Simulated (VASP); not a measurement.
A run of VASP 6.6.1:

The input INCAR:

```
  PREC = Accurate
  ENCUT = 500
  EDIFF = 1E-6
  ISMEAR = 0
  SIGMA = 0.01
  LREAL = False
  LASPH = True
  NELM = 120
  ALGO = Normal
  ISIF = 2
  LWAVE = False
  LCHARG = False
  GGA = PS
  NBANDS = 15
  GGA_COMPAT = False
```

The input KPOINTS:

```
Automatic mesh
0
Gamma
  6 6 6
```

File POSCAR:

```
CaSe
1.0
    0.0000000000      3.3109635357      3.3109635357
    3.3109635357      0.0000000000      3.3109635357
    3.3109635357      3.3109635357      0.0000000000
Ca Se
1 1
Direct
    0.0000000000      0.0000000000      0.0000000000
    0.7500000000      0.7500000000      0.7500000000
```

Potentials or basis: VASP PAW PBE potentials, release 64 (Ca_sv, Se).

Command:

```sh
$ cat potpaw_PBE.64/Ca_sv/POTCAR potpaw_PBE.64/Se/POTCAR > POTCAR
$ mpirun -np 1 vasp_std > vasp.out
```

Hardware: 1 thread of Intel Xeon 8259CL, on a shared host.

Problem. Estimate the wall time of this run.

Solution. Wall time 26 s on 1 thread of Intel Xeon 8259CL (shared host), peak memory 0.21 GiB. Counts: scf iterations 14, k points 16.
